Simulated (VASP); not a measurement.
A run of VASP 6.6.1:

The input INCAR:

```
SYSTEM = Pt
PREC = Accurate
ENCUT = 520
EDIFF = 1E-6
ISMEAR = 0
SIGMA = 0.15
LREAL = .False.
LASPH = .True.
NELM = 80
ALGO = Normal
ISIF = 2
LWAVE = .False.
LCHARG = .False.
GGA = PE
NBANDS = 11
```

KPOINTS

```
regular mesh
0
Gamma
  20 20 20
  0 0 0
```

The input POSCAR:

```
Pt
1.0
   -0.1984964712      1.9055661230      1.9055661230
    1.9055661230     -0.1984964712      1.9055661230
    1.9055661230      1.9055661230     -0.1984964712
Pt
1
Direct
    0.0000000000      0.0000000000      0.0000000000
```

Potentials or basis: VASP PAW PBE potentials, release 64 (Pt).

Launch:

```bash
$ cat potpaw_PBE.64/Pt/POTCAR > POTCAR
$ mpirun -np 1 vasp_std > vasp.out
```

Hardware: 1 thread of Intel(R) Xeon(R) 6975P-C (Granite Rapids), with other jobs on the host.

Estimate the wall time of this run.

Run time: 38 s on 1 thread of Intel(R) Xeon(R) 6975P-C (Granite Rapids), on a shared host, peak memory 0.24 GiB. Counts: scf iterations 11, k points 781.
